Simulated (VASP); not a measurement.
A run of VASP 6.6.1:

The input INCAR:

```
SYSTEM = B6Br
PREC = Accurate
ENCUT = 520
EDIFF = 1E-7
ISMEAR = 0
SIGMA = 0.1
LREAL = .False.
LASPH = .True.
NELM = 80
ALGO = Normal
ISIF = 2
LWAVE = .False.
LCHARG = .False.
GGA = PE
NBANDS = 22
```

File KPOINTS:

```
regular mesh
0
Gamma
  6 6 6
  0 0 0
```

POSCAR

```
B6Br
1.0
    3.1695696400      1.8299518900      2.4999446300
   -3.1695696400      1.8299518900      2.4999446300
    0.0000000000     -3.6599037700      2.4999446300
B Br
6 1
Direct
    0.5000000000      0.5000000000      0.0000000000
    0.0000000000      0.5000000000      0.5000000000
    0.5000000000      0.0000000000      0.5000000000
    0.0000000000      0.0000000000      0.5000000000
    0.5000000000      0.0000000000      0.0000000000
    0.0000000000      0.5000000000      0.0000000000
    0.5000000000      0.5000000000      0.5000000000
```

Potentials or basis: VASP PAW PBE potentials, release 64 (B, Br).

Launch:

```console
$ cat potpaw_PBE.64/B/POTCAR potpaw_PBE.64/Br/POTCAR > POTCAR
$ mpirun -np 1 vasp_std > vasp.out
```

Hardware: 1 thread of AMD EPYC 7R43 64-Core Processor (Zen 3), on a shared host.

Task: Estimate the wall time of this run.

Result: It took 61 s on 1 thread of AMD EPYC 7R43 64-Core Processor (Zen 3) (shared host), peak memory 0.19 GiB. Counts: scf iterations 14, k points 32.
